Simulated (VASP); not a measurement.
Runs of VASP 6.6.1 on Sn4As. The structure is that of space group Pm-3m (No. 221), or close to it. The cells are those of the table. The cell was generated, and may not be a known phase.

| task | cell | k mesh | cutoff (eV) | gap on the mesh (eV) | pressure (GPa) | relaxed volume (Å³/atom) |
| --- | --- | --- | --- | --- | --- | --- |
| relaxation of cell and atoms | relaxed from a = 5.363 Å, 5 atoms | 4 × 4 × 4 | 600 | none | 0.0 | 31.20 |
| single point | a = 5.363 Å, 5 atoms | 4 × 4 × 4 | 520 | none | 0.4 | - |
| single point | a = 5.440 Å, 5 atoms | 8 × 8 × 8 | 520 | none | 0.0 | - |
| relaxation of cell and atoms | relaxed from a = 5.363 Å, 5 atoms | 8 × 8 × 8 | 600 | none | 0.0 | (a) |

Alike in all rows: level PBE; potentials or basis VASP PAW PBE potentials, release 64 (Sn_d, As); no spin polarisation; smearing gaussian 0.1 eV.

Q: Fill in the values left out.

A: (a) 32.23.

Caveats: spin-orbit coupling is left out, which moves the levels of the heavy elements.

A k mesh can miss the band edges, and the runs leave out spin-orbit coupling on As, Sn.

A gap of «none» marks levels without a gap at the run's occupations.
